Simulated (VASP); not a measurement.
# MgH2 (P-1) in VASP: single point with PBE+D3(BJ)

Aim: the single point of MgH2 with PBE+D3(BJ).

Everything below comes from runs of VASP 6.6.1. Logs are shortened: lines on timing, memory, paths and dates and some standing lists are left out, and cuts for length are marked.

## (1) The cell of the first run

The typed cell holds 3 atoms: a = 3.309 Å, b = 3.316 Å, c = 3.308 Å, α = 59.97°, β = 59.93°, γ = 60.00°.

## (2) Single point, PBE+D3(BJ)

The input, INCAR:

```
  ALGO = Normal
  EDIFF = 1E-6
  ENCUT = 520
  GGA = PE
  ISIF = 2
  ISMEAR = 0
  IVDW = 12
  LASPH = T
  LCHARG = F
  LREAL = F
  LWAVE = F
  NBANDS = 9
  NELM = 100
  PREC = Accurate
  SIGMA = 0.15
```

The input, KPOINTS:

```
k-points
0
Gamma
  12 12 12
```

The input, POSCAR:

```
MgH2
1.0
    0.0023123594      2.3397305230      2.3399522003
    2.3449574958     -0.0021416611      2.3444121601
    2.3398045701      2.3388709715      0.0032284663
Mg H
1 2
Direct
   -0.0000032717     -0.0000020524      0.0000088099
    0.7501425470      0.7497105659      0.7502125769
    0.2498607247      0.2502914866      0.2497786133
```

Potentials or basis: VASP PAW PBE potentials, release 64 (Mg, H).

The run is started by

```sh
$ cat potpaw_PBE.64/Mg/POTCAR potpaw_PBE.64/H/POTCAR > POTCAR
$ mpirun -np 1 vasp_std > vasp.out
```

OUTCAR:

```text
EDIFF = 1E-6
   ENCUT = 520
   GGA = PE
   ISIF = 2
   ISMEAR = 0
   IVDW = 12
   LASPH = T
   LREAL = F
   NELM = 100
   PREC = Accurate
 IVDW          = 12

 ion  position               nearest neighbor table
   1  1.000  1.000  0.000-   2 2.03   3 2.03   3 2.03   2 2.03   3 2.03   2 2.03   3 2.03   2 2.03

   2  0.750  0.750  0.750-   1 2.03   1 2.03   1 2.03   1 2.03
   3  0.250  0.250  0.250-   1 2.03   1 2.03   1 2.03   1 2.03

  LATTYP: Found a triclinic cell.
 ALAT       =     3.3051699477
 B/A-ratio  =     1.0011697587
 C/A-ratio  =     1.0017084864
 COS(alpha) =     0.0000849920
 COS(beta)  =     0.4986508301
 COS(gamma) =     0.4996310060

  Lattice vectors:

 A1 = (   2.3374922107,  -0.0008595515,  -2.3367237340)
 A2 = (  -0.0023123594,  -2.3397305230,  -2.3399522003)
 A3 = (  -0.0051529257,   2.3410126326,  -2.3411836938)

Analysis of symmetry for initial positions (statically):
=====================================================================
 Subroutine PRICEL returns:
 Original cell was already a primitive cell.

 Routine SETGRP: Setting up the symmetry group for a
 triclinic supercell.

 Subroutine GETGRP returns: Found  1 space group operations
 (whereof  1 operations were pure point group operations)
 out of a pool of  2 trial point group operations.

The static configuration has the point symmetry C_1 .

Analysis of symmetry for dynamics (positions and initial velocities):
=====================================================================
 Subroutine PRICEL returns:
 Original cell was already a primitive cell.

 Routine SETGRP: Setting up the symmetry group for a
 triclinic supercell.

 Subroutine GETGRP returns: Found  1 space group operations
 (whereof  1 operations were pure point group operations)
 out of a pool of  2 trial point group operations.

The dynamic configuration has the point symmetry C_1 .

 Subroutine INISYM returns: Found  1 space group operations
 (whereof  1 operations are pure point group operations),
 and found     1 'primitive' translations

----------------------------------------------------------------------------------------

                                     Primitive cell

  volume of cell :      25.6494

  direct lattice vectors                    reciprocal lattice vectors
     0.002312359  2.339730523  2.339952200    -0.213777958  0.213567864  0.214022783
     2.344957496 -0.002141661  2.344412160     0.213076503 -0.213455882  0.213225096
     2.339804570  2.338870972  0.003228466     0.214051633  0.213714910 -0.213906191

  length of vectors
     3.309036199  3.315885797  3.308324844     0.370294476  0.369364252  0.370470003

  position of ions in fractional coordinates (direct lattice)
     0.999996728  0.999997948  0.000008810
     0.750142547  0.749710566  0.750212577
     0.249860725  0.250291487  0.249778613

  ion indices of the primitive-cell ions
   primitive index   ion index
                 1           1
                 2           2
                 3           3

----------------------------------------------------------------------------------------

 KPOINTS: k-points

Automatic generation of k-mesh.
 Grid dimensions read from file:
 generate k-points for:   12   12   12

 Generating k-lattice:

  Cartesian coordinates                     Fractional coordinates (reciprocal lattice)
    -0.017814830  0.017797322  0.017835232     0.083333333 -0.000000000  0.000000000
     0.017756375 -0.017787990  0.017768758    -0.000000000  0.083333333  0.000000000
     0.017837636  0.017809576 -0.017825516     0.000000000  0.000000000  0.083333333

  Length of vectors
     0.030857873  0.030780354  0.030872500

  Shift w.r.t. Gamma in fractional coordinates (k-lattice)
     0.000000000  0.000000000  0.000000000

 Subroutine IBZKPT returns following result:
 ===========================================

 Found    868 irreducible k-points:

 Following reciprocal coordinates:
            Coordinates               Weight
  0.000000  0.000000  0.000000      1.000000
  0.083333 -0.000000  0.000000      2.000000
  0.166667 -0.000000  0.000000      2.000000
  0.250000 -0.000000  0.000000      2.000000
  0.333333  0.000000  0.000000      2.000000
  0.416667 -0.000000 -0.000000      2.000000
[... 16 lines left out ...]
  0.250000  0.166667  0.000000      2.000000
  0.333333  0.166667 -0.000000      2.000000
 [... further k-points ...]
   k-points           NKPTS =    868   k-points in BZ     NKDIM =    868   number of bands    NBANDS=      9
   number of dos      NEDOS =    301   number of ions     NIONS =      3
   total plane-waves  NPLWV =  21952
   dimension x,y,z NGX =    28 NGY =   28 NGZ =   28
   dimension x,y,z NGXF=    56 NGYF=   56 NGZF=   56
   ions per type =               1   2
   NGX,Y,Z   is equivalent  to a cutoff of  14.07, 14.04, 14.07 a.u.
   NGXF,Y,Z  is equivalent  to a cutoff of  28.13, 28.08, 28.14 a.u.
 SYSTEM =  unknown system
   PREC   = accura    normal or accurate (medium, high low for compatibility)
   ISTART =      0    job   : 0-new  1-cont  2-samecut
   ICHARG =      2    charge: 1-file 2-atom 10-const
   ISPIN  =      1    spin polarized calculation?
   LNONCOLLINEAR =      F non collinear calculations
   LSORBIT =      F    spin-orbit coupling
   LASPH  =      T    aspherical Exc in radial PAW
   ENCUT  =  520.0 eV  38.22 Ry    6.18 a.u.   6.15  6.17  6.15*2*pi/ulx,y,z
   NELM   =    100;   NELMIN=  2; NELMDL= -5     # of ELM steps
   EDIFF  = 0.1E-05   stopping-criterion for ELM
   LREAL  =      F    real-space projection
   EDIFFG = 0.1E-04   stopping-criterion for IOM
   NSW    =      0    number of steps for IOM
   IBRION =     -1    ionic relax: 0-MD 1-quasi-New 2-CG
   NFREE  =      0    steps in history (QN), initial steepest desc. (CG)
   ISIF   =      2    stress and relaxation
   ISYM   =      2    0-nonsym 1-usesym 2-fastsym
   POTIM  = 0.5000    time-step for ionic-motion
   TEBEG  =    0.0;   TEEND  =   0.0 temperature during run
   PSTRESS=    0.0 pullay stress
   NELECT =       4.0000    total number of electrons
   NUPDOWN=      -1.0000    fix difference up-down
   EMIN   =  10.00;   EMAX   =-10.00  energy-range for DOS
   EFERMI =   0.00;   METHOD = LEGACY
   ISMEAR =     0;   SIGMA  =   0.15  broadening in eV -4-tet -1-fermi 0-gaus
   EFERMI_NEDOS =   21; number of points for ismear=-14 and -15
   IALGO  =     38    algorithm
   IMIX   =      4    mixing-type and parameters
     AMIX     =   0.40;   BMIX     =  1.00
     AMIX_MAG =   1.60;   BMIX_MAG =  1.00
  volume/ion in A,a.u.               =       8.55        57.70
  Fermi-wavevector in a.u.,A,eV,Ry     =   0.881189  1.665205 10.564834  0.776493
  Thomas-Fermi vector in A             =   2.001651
   LORBIT       =      0    0 simple, 1 ext, 2 COOP (PROOUT), +10 PAW based schemes
   GGA     = PE    functional components
   LHFCALC =     F    Hartree Fock is set to
   AEXX    =    0.0000 exact exchange contribution
   IVDW    =    12    specifies the selected vdW correction
   LEPSILON=     F    determine dielectric tensor
   LRPA    =     F    only Hartree local field effects (RPA)
 non-spin polarized calculation
 Gauss-broadening in eV      SIGMA  =   0.15
  energy-cutoff  :      520.00
  volume of cell :       25.65
 maximum number of plane-waves:       703
 NGX is ok and might be reduce to    28
   NGX = 13   NGY = 13   NGZ = 13

 number of electron       3.9999999 magnetization

 Free energy of the ion-electron system (eV)
  ---------------------------------------------------
  ext. energy  EPLUGINS =         0.00000000
  ---------------------------------------------------
  free energy    TOTEN  =        -8.48854695 eV

  energy without entropy =       -8.48551021  energy(sigma->0) =       -8.48702858

 E-fermi :   3.2711     XC(G=0):  -9.1200

 val. band max:        3.2696819470   @ k =   0.0833  -0.0833   0.0833
 cond. band min:       3.2716517159   @ k =   0.1667   0.1667   0.0833
 fundamental gap:      0.0019697688
 Fermi energy:         3.2711126425

 k-point     1 :       0.0000    0.0000    0.0000
  band No.  band energies     occupation
      1      -7.0364      2.00000
      2       4.2635      0.00000
      3      12.7364      0.00000
      4      12.7817      0.00000
      5      12.8140      0.00000
      6      15.5824      0.00000
      7      15.6354      0.00000
      8      15.6747      0.00000
      9      16.3612      0.00000

 k-point     2 :       0.0833   -0.0000    0.0000
  band No.  band energies     occupation
      1      -6.9047      2.00000
      2       3.9572      0.00000
      3      12.1632      0.00000
      4      12.5576      0.00000
      5      12.6141      0.00000
      6      15.7119      0.00000
      7      15.9999      0.00000
      8      16.0694      0.00000
      9      16.4906      0.00000

 k-point     3 :       0.1667   -0.0000    0.0000
  band No.  band energies     occupation
      1      -6.5119      2.00000
      2       3.0941      1.90477
      3      11.1831      0.00000
      4      12.2333      0.00000
      5      12.2867      0.00000
      6      14.5549      0.00000
      7      16.5129      0.00000
      8      16.5417      0.00000
      9      17.3612      0.00000

 k-point     4 :       0.2500   -0.0000    0.0000
  band No.  band energies     occupation
      1      -5.8660      2.00000
      2       1.8307      2.00000
      3      10.4698      0.00000
      4      12.0054      0.00000
      5      12.0551      0.00000
      6      13.3100      0.00000
      7      15.2690      0.00000
      8      15.2899      0.00000
      9      18.6424      0.00000

 k-point     5 :       0.3333    0.0000    0.0000
  band No.  band energies     occupation
      1      -4.9805      2.00000
      2       0.3624      2.00000
      3      10.1201      0.00000
      4      11.9632      0.00000
      5      12.0087      0.00000
      6      12.2004      0.00000
      7      14.1321      0.00000
      8      14.1571      0.00000
      9      20.3791      0.00000

 k-point     6 :       0.4167   -0.0000   -0.0000
  band No.  band energies     occupation
      1      -3.8761      2.00000
      2      -1.1456      2.00000
      3      10.0961      0.00000
      4      11.3367      0.00000
      5      12.1340      0.00000
      6      12.1757      0.00000
      7      13.2413      0.00000
      8      13.2704      0.00000
      9      22.3416      0.00000
[... 169 lines left out ...]
 k-point    21 :       0.0833    0.1667   -0.0000
  band No.  band energies     occupation
      1      -6.5577      2.00000
      2       3.2689      1.01679
      3      11.0171      0.00000
      4      11.3645      0.00000
      5      13.6424      0.00000
      6      13.9542      0.00000
      7      15.2627      0.00000
      8      17.4025      0.00000
      9      17.7871      0.00000

 k-point    22 :       0.1667    0.1667   -0.0000
  band No.  band energies     occupation
      1      -6.3420      2.00000
      2       3.0405      1.97033
      3      10.6116      0.00000
      4      10.6423      0.00000
      5      11.9338      0.00000
      6      14.1129      0.00000
      7      15.4302      0.00000
      8      18.3532      0.00000
      9      18.8993      0.00000

 k-point    23 :       0.2500    0.1667    0.0000
  band No.  band energies     occupation
      1      -5.8727      2.00000
      2       2.3667      2.00000
      3       9.7907      0.00000
      4      10.1482      0.00000
      5      10.4742      0.00000
      6      14.1520      0.00000
      7      16.2609      0.00000
      8      17.8195      0.00000
      9      19.1058      0.00000

 k-point    24 :       0.3333    0.1667   -0.0000
  band No.  band energies     occupation
      1      -5.1614      2.00000
      2       1.3130      2.00000
      3       8.8208      0.00000
      4       9.4255      0.00000
      5       9.8906      0.00000
      6      15.0204      0.00000
      7      16.6874      0.00000
      8      16.8610      0.00000
      9      17.9673      0.00000

 [... further k-points ...]

------------------------ aborting loop because EDIFF is reached ----------------------------------------

 Edisp (eV)   -0.48347

 E8    (eV) :    -0.1769

  FORCE on cell =-STRESS in cart. coord.  units (eV):
  Direction    XX          YY          ZZ          XY          YZ          ZX
  --------------------------------------------------------------------------------------
  -------------------------------------------------------------------------------------
  Total      -0.06583    -0.05855    -0.06022     0.00198     0.00074    -0.00540
  in kB      -4.11178    -3.65725    -3.76147     0.12394     0.04648    -0.33732
  external pressure =       -3.84 kB  Pullay stress =        0.00 kB

 VOLUME and BASIS-vectors are now :
 -----------------------------------------------------------------------------
  energy-cutoff  :      520.00
  volume of cell :       25.65
      direct lattice vectors                 reciprocal lattice vectors
     0.002312359  2.339730523  2.339952200    -0.213777958  0.213567864  0.214022783
     2.344957496 -0.002141661  2.344412160     0.213076503 -0.213455882  0.213225096
     2.339804570  2.338870972  0.003228466     0.214051633  0.213714910 -0.213906191

 POSITION                                       TOTAL-FORCE (eV/Angst)
 -----------------------------------------------------------------------------------
      2.34729      2.33760      4.68435        -0.000088     -0.000072      0.000070
      3.51512      3.50818      3.51535         0.000236      0.000090      0.000096
      1.17193      1.16827      1.17225        -0.000148     -0.000018     -0.000165
 -----------------------------------------------------------------------------------
    total drift:                               -0.000000     -0.000000     -0.000000

  FREE ENERGIE OF THE ION-ELECTRON SYSTEM (eV)
  ---------------------------------------------------
  free  energy   TOTEN  =        -8.9720166779 eV

  energy  without entropy=       -8.9689799348  energy(sigma->0) =       -8.97049831
```

Wall time 77 s (1 thread of Intel Xeon 6975P-C (Granite Rapids), shared host); peak memory 0.35 GiB.

Results:

```yaml
Free_energy: -8.9720 eV
Pressure: -0.4 GPa
Band_gap_on_the_k_mesh: zero (bands 2 and 3 overlap by 1.40 eV)
Dispersion_energy_per_atom: -0.161 eV
```

Levels at points of the mesh, in eV from the Fermi level:
| k point | band 1 | band 2 | band 3 | band 4 | band 5 |
| --- | --- | --- | --- | --- | --- |
| (0.00, 0.00, 0.00) | -10.31 | 0.99 | 9.47 | 9.51 | 9.54 |
| (0.50, 0.00, 0.00) | -5.89 | -5.82 | 6.94 | 7.66 | 9.15 |
| (0.00, 0.50, 0.00) | -5.91 | -5.83 | 6.97 | 7.68 | 9.19 |
| (0.50, 0.50, 0.00) | -5.91 | -2.44 | -0.41 | 4.82 | 4.86 |
| (0.00, 0.00, 0.50) | -5.89 | -5.81 | 6.93 | 7.65 | 9.15 |
| (0.50, 0.00, 0.50) | -5.91 | -2.44 | -0.40 | 4.80 | 4.88 |
| (0.00, 0.50, 0.50) | -5.91 | -2.44 | -0.41 | 4.84 | 4.85 |
| (0.50, 0.50, 0.50) | -5.90 | -5.83 | 6.95 | 7.67 | 9.17 |
